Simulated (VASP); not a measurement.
# Tl (P6_3/mmc) in VASP: relaxation of cell and atoms with PBEsol

Aim: the relaxation of cell and atoms of Tl with PBEsol.

Everything below comes from runs of VASP 6.6.1. Logs are shortened: lines on timing, memory, paths and dates and some standing lists are left out, and cuts for length are marked.

**1. The cell of the first run**

It takes space group P6_3/mmc (No. 194, hexagonal). Conventional cell: a = 2.912 Å, b = 2.912 Å, c = 4.784 Å, α = 90.00°, β = 90.00°, γ = 120.00°. Tl (site symmetry -6m2) has 12 Tl at 2.91 to 2.92 Å within 3.8 Å.

**2. Relaxation of cell and atoms, PBEsol, target pressure 67 GPa, at which the enthalpy is minimised**

Input file INCAR:

```
  PREC = Accurate
  ENCUT = 600
  EDIFF = 1E-6
  ISMEAR = -1
  SIGMA = 0.08
  LREAL = F
  LASPH = T
  NELM = 100
  ALGO = Normal
  ISIF = 3
  LWAVE = F
  LCHARG = F
  GGA = PS
  IBRION = 2
  NSW = 32
  EDIFFG = -0.005
  PSTRESS = 670.0
```

Input file KPOINTS:

```
regular mesh
0
Gamma
  15 15 8
```

Input file POSCAR:

```
Tl
1.0
    2.9121662593      0.0000000000      0.0000000000
   -1.4560831296      2.5220099606      0.0000000000
    0.0000000000      0.0000000000      4.7835907249
Tl
2
Direct
    0.3333333333      0.6666666667      0.2500000000
    0.6666666667      0.3333333333      0.7500000000
```

Potentials or basis: VASP PAW PBE potentials, release 64 (Tl_d).

Launch:

```
cat potpaw_PBE.64/Tl_d/POTCAR > POTCAR
mpirun -np 1 vasp_std > vasp.out
```

OUTCAR:

```text
PREC = Accurate
   ENCUT = 600
   EDIFF = 1E-6
   ISMEAR = -1
   LREAL = F
   LASPH = T
   NELM = 100
   ISIF = 3
   GGA = PS
   IBRION = 2
   NSW = 32
   EDIFFG = -0.005
   PSTRESS = 670.0

 ion  position               nearest neighbor table
   1  0.333  0.667  0.250-   2 2.92   2 2.92   2 2.92   2 2.92   2 2.92   2 2.92   2 4.13   2 4.13
                             2 4.13   2 4.13   2 4.13   2 4.13
   2  0.667  0.333  0.750-   1 2.92   1 2.92   1 2.92   1 2.92   1 2.92   1 2.92   1 4.13   1 4.13
                             1 4.13   1 4.13   1 4.13   1 4.13

  LATTYP: Found a hexagonal cell.
 ALAT       =     2.9121662593
 C/A-ratio  =     1.6426228103

  Lattice vectors:

 A1 = (   2.9121662593,   0.0000000000,   0.0000000000)
 A2 = (  -1.4560831296,   2.5220099606,   0.0000000000)
 A3 = (   0.0000000000,   0.0000000000,   4.7835907249)

Analysis of symmetry for initial positions (statically):
=====================================================================
 Subroutine PRICEL returns:
 Original cell was already a primitive cell.

 Routine SETGRP: Setting up the symmetry group for a
 hexagonal supercell.

 Subroutine GETGRP returns: Found 24 space group operations
 (whereof 12 operations were pure point group operations)
 out of a pool of 24 trial point group operations.

The static configuration has the point symmetry D_3d.
 The point group associated with its full space group is D_6h.

Analysis of symmetry for dynamics (positions and initial velocities):
=====================================================================
 Subroutine PRICEL returns:
 Original cell was already a primitive cell.

 Routine SETGRP: Setting up the symmetry group for a
 hexagonal supercell.

 Subroutine GETGRP returns: Found 24 space group operations
 (whereof 12 operations were pure point group operations)
 out of a pool of 24 trial point group operations.

The dynamic configuration has the point symmetry D_3d.
 The point group associated with its full space group is D_6h.

 Subroutine INISYM returns: Found 24 space group operations
 (whereof 12 operations are pure point group operations),
 and found     1 'primitive' translations

----------------------------------------------------------------------------------------

                                     Primitive cell

  volume of cell :      35.1331

  direct lattice vectors                    reciprocal lattice vectors
     2.912166259  0.000000000  0.000000000     0.343386988  0.198254570  0.000000000
    -1.456083130  2.522009961  0.000000000     0.000000000  0.396509140  0.000000000
     0.000000000  0.000000000  4.783590725     0.000000000  0.000000000  0.209047985

  length of vectors
     2.912166259  2.912166259  4.783590725     0.396509140  0.396509140  0.209047985

  position of ions in fractional coordinates (direct lattice)
     0.333333333  0.666666667  0.250000000
     0.666666667  0.333333333  0.750000000

  ion indices of the primitive-cell ions
   primitive index   ion index
                 1           1
                 2           2

----------------------------------------------------------------------------------------

 KPOINTS: regular mesh

Automatic generation of k-mesh.
 Grid dimensions read from file:
 generate k-points for:   15   15    8

 Generating k-lattice:

  Cartesian coordinates                     Fractional coordinates (reciprocal lattice)
     0.022892466  0.013216971  0.000000000     0.066666667 -0.000000000  0.000000000
     0.000000000  0.026433943  0.000000000     0.000000000  0.066666667  0.000000000
     0.000000000  0.000000000  0.026130998     0.000000000  0.000000000  0.125000000

  Length of vectors
     0.026433943  0.026433943  0.026130998

  Shift w.r.t. Gamma in fractional coordinates (k-lattice)
     0.000000000  0.000000000  0.000000000

 Subroutine IBZKPT returns following result:
 ===========================================

 Found    135 irreducible k-points:

 Following reciprocal coordinates:
            Coordinates               Weight
  0.000000  0.000000  0.000000      1.000000
  0.066667  0.000000  0.000000      6.000000
  0.133333  0.000000  0.000000      6.000000
  0.200000  0.000000  0.000000      6.000000
  0.266667  0.000000  0.000000      6.000000
  0.333333  0.000000  0.000000      6.000000
[... 16 lines left out ...]
  0.333333  0.200000  0.000000     12.000000
  0.400000  0.200000  0.000000      6.000000
 [... further k-points ...]
   k-points           NKPTS =    135   k-points in BZ     NKDIM =    135   number of bands    NBANDS=     17
   number of dos      NEDOS =    301   number of ions     NIONS =      2
   total plane-waves  NPLWV =  23040
   dimension x,y,z NGX =    24 NGY =   24 NGZ =   40
   dimension x,y,z NGXF=    48 NGYF=   48 NGZF=   80
   ions per type =               2
   NGX,Y,Z   is equivalent  to a cutoff of  13.70, 13.70, 13.90 a.u.
   NGXF,Y,Z  is equivalent  to a cutoff of  27.40, 27.40, 27.80 a.u.
 SYSTEM =  unknown system
   PREC   = accura    normal or accurate (medium, high low for compatibility)
   ISTART =      0    job   : 0-new  1-cont  2-samecut
   ICHARG =      2    charge: 1-file 2-atom 10-const
   ISPIN  =      1    spin polarized calculation?
   LNONCOLLINEAR =      F non collinear calculations
   LSORBIT =      F    spin-orbit coupling
   LASPH  =      T    aspherical Exc in radial PAW
   ENCUT  =  600.0 eV  44.10 Ry    6.64 a.u.   5.82  5.82  9.55*2*pi/ulx,y,z
   NELM   =    100;   NELMIN=  2; NELMDL= -5     # of ELM steps
   EDIFF  = 0.1E-05   stopping-criterion for ELM
   LREAL  =      F    real-space projection
   EDIFFG = -.5E-02   stopping-criterion for IOM
   NSW    =     32    number of steps for IOM
   IBRION =      2    ionic relax: 0-MD 1-quasi-New 2-CG
   NFREE  =      1    steps in history (QN), initial steepest desc. (CG)
   ISIF   =      3    stress and relaxation
   ISYM   =      2    0-nonsym 1-usesym 2-fastsym
   POTIM  = 0.5000    time-step for ionic-motion
   TEBEG  =    0.0;   TEEND  =   0.0 temperature during run
   PSTRESS=  670.0 pullay stress
   NELECT =      26.0000    total number of electrons
   NUPDOWN=      -1.0000    fix difference up-down
   EMIN   =  10.00;   EMAX   =-10.00  energy-range for DOS
   EFERMI =   0.00;   METHOD = LEGACY
   ISMEAR =    -1;   SIGMA  =   0.08  broadening in eV -4-tet -1-fermi 0-gaus
   EFERMI_NEDOS =   21; number of points for ismear=-14 and -15
   IALGO  =     38    algorithm
   IMIX   =      4    mixing-type and parameters
     AMIX     =   0.40;   BMIX     =  1.00
     AMIX_MAG =   1.60;   BMIX_MAG =  1.00
  volume/ion in A,a.u.               =      17.57       118.55
  Fermi-wavevector in a.u.,A,eV,Ry     =   1.480791  2.798288 29.834046  2.192741
  Thomas-Fermi vector in A             =   2.594781
   LORBIT       =      0    0 simple, 1 ext, 2 COOP (PROOUT), +10 PAW based schemes
   GGA     = PS    functional components
   LHFCALC =     F    Hartree Fock is set to
   AEXX    =    0.0000 exact exchange contribution
   IVDW    =     0    specifies the selected vdW correction
   LEPSILON=     F    determine dielectric tensor
   LRPA    =     F    only Hartree local field effects (RPA)
 conjugate gradient relaxation of ions
 non-spin polarized calculation
  energy-cutoff  :      600.00
  volume of cell :       35.13
 maximum number of plane-waves:      1187
 NGX is ok and might be reduce to    24
   NGX = 11   NGY = 11   NGZ = 19

--------------------------------------- Ionic step        1  -------------------------------------------

 number of electron      26.0000001 magnetization

 Free energy of the ion-electron system (eV)
  ---------------------------------------------------
  ext. energy  EPLUGINS =         0.00000000
  ---------------------------------------------------
  free energy    TOTEN  =        -2.51601958 eV

  energy without entropy =       -2.50277687  energy(sigma->0) =       -2.50939823

------------------------ aborting loop because EDIFF is reached ----------------------------------------

  FORCE on cell =-STRESS in cart. coord.  units (eV):
  Direction    XX          YY          ZZ          XY          YZ          ZX
  --------------------------------------------------------------------------------------
  -------------------------------------------------------------------------------------
  Total       14.7104538     14.7104538     14.7133645      0.0000000     -0.0000000      0.0000000
  in kB      670.8411188    670.8411188    670.9738575      0.0000000     -0.0000000      0.0000000
  external PRESSURE =       0.8853651 kB  Pullay stress =     670.0000000 kB
[... 61 lines left out ...]
  enthalpy is  TOTEN    =        12.1760288756 eV   P V=       14.7126601632

--------------------------------------- Ionic step        3  -------------------------------------------

 number of electron      26.0000001 magnetization

 Free energy of the ion-electron system (eV)
  ---------------------------------------------------
  ext. energy  EPLUGINS =         0.00000000
  ---------------------------------------------------
  free energy    TOTEN  =        -2.52072372 eV

  energy without entropy =       -2.50747961  energy(sigma->0) =       -2.51410166

 E-fermi :  13.5132     XC(G=0): -13.0308

 val. band max:       13.4999939264   @ k =   0.4000   0.0667   0.2500
 cond. band min:      13.5232044353   @ k =   0.3333   0.0667   0.5000
 fundamental gap:      0.0232105089
 Fermi energy:        13.5132023819

 k-point     1 :       0.0000    0.0000    0.0000
  band No.  band energies     occupation
      1      -1.3871      2.00000
      2      -0.9528      2.00000
      3       0.1899      2.00000
      4       0.3157      2.00000
      5       0.3157      2.00000
      6       0.4949      2.00000
[... 9 lines left out ...]
     16      25.2788      0.00000
     17      25.3118      0.00000
[... 443 lines left out ...]
      1      -0.5549      2.00000
      2      -0.4658      2.00000
      3      -0.1513      2.00000
      4       0.2597      2.00000
      5       0.5553      2.00000
      6       0.8347      2.00000
[... 9 lines left out ...]
     16      15.8418      0.00000
     17      18.5418      0.00000

 [... further k-points ...]

------------------------ aborting loop because EDIFF is reached ----------------------------------------

  FORCE on cell =-STRESS in cart. coord.  units (eV):
  Direction    XX          YY          ZZ          XY          YZ          ZX
  --------------------------------------------------------------------------------------
  -------------------------------------------------------------------------------------
  Total       14.6984114     14.6984114     14.7004089      0.0000000      0.0000000      0.0000000
  in kB      670.0775515    670.0775515    670.1686163      0.0000000      0.0000000      0.0000000
  external PRESSURE =       0.1079064 kB  Pullay stress =     670.0000000 kB
[... 17 lines left out ...]
  FREE ENERGIE OF THE ION-ELECTRON SYSTEM (eV)
  ---------------------------------------------------
  free  energy   TOTEN  =        -2.5207237202 eV

  energy  without entropy=       -2.5074796085  energy(sigma->0) =       -2.51410166

  enthalpy is  TOTEN    =        12.1759865183 eV   P V=       14.6967102385

 reached required accuracy - stopping structural energy minimisation
```

It took 4.9 min on 1 thread of Intel Xeon 8259CL, shared host; peak memory 0.22 GiB.

Results:

```
Free energy                                                : -2.5207 eV
Relaxed volume                                             : 17.57 Å³/atom
Relaxed cell                                               : a = 2.912 Å, b = 2.912 Å, c = 4.784 Å, α = 90.00°, β = 90.00°, γ = 120.00°
Space group after relaxing (to 0.1 Å)                      : P6_3/mmc (No. 194)
Energy change on relaxing (the run minimises the enthalpy) : -2.4 meV/atom
Ionic steps                                                : 3
Pressure after relaxing                                    : 67.0 GPa
Band gap on the k mesh                                     : zero (bands 13 and 14 overlap by 8.73 eV)
```

Step by step:
```csv
step,energy change (eV),largest force (eV/Å),pressure (GPa),volume (Å³)
1,0.0000,0.0000,67.09,35.13
2,-0.0206,0.0000,66.63,35.18
3,-0.0047,0.0000,67.01,35.14
```

Final structure:
```
CELL_PARAMETERS angstrom
2.91246 0.00000 0.00000
-1.45623 2.52227 0.00000
0.00000 0.00000 4.78415
ATOMIC_POSITIONS crystal
Tl 0.33333 0.66667 0.25000
Tl 0.66667 0.33333 0.75000
```

Caveat: the cell is relaxed towards a set pressure, so the run minimises the enthalpy, not the energy; the PAW data sets were made with another functional, which shifts forces and pressure a little; spin-orbit coupling is left out, which moves the levels of the heavy elements.

The gap in the log of VASP goes by the Fermi energy; the results here count the filled bands.